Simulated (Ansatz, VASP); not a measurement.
**LiF in VASP and in Ansatz**

```
Li F
1.0
     0.00000    1.95415    1.95415
     1.95415    0.00000    1.95415
     1.95415    1.95415    0.00000
Li F
1 1
Direct
  0.00000 0.00000 0.00000
  0.50000 0.50000 0.50000
```

Alike in both runs: task single point; functional r2SCAN; k mesh 10 × 10 × 10; no spin polarisation.

```csv
,VASP,Ansatz
version,VASP 6.6.1,Ansatz 0.2.0
potentials or method,"VASP PAW PBE potentials, release 64 (Li_sv, F)","plane waves, PAW"
plane-wave cutoff (eV),520,500
occupations,"gaussian, width 0.01 eV",fixed
valence electrons in the cell,10,10
```

Ansatz gave:

- gap on the k mesh at the Fermi level (eV): 10.95

What did VASP give for the same quantities?

gap on the k mesh at the Fermi level (eV): 11.18.

VASP's potentials were made for PBE, not for r2SCAN.

Noted on VASP's run: the cutoff is short for stress, so the pressure is rough.
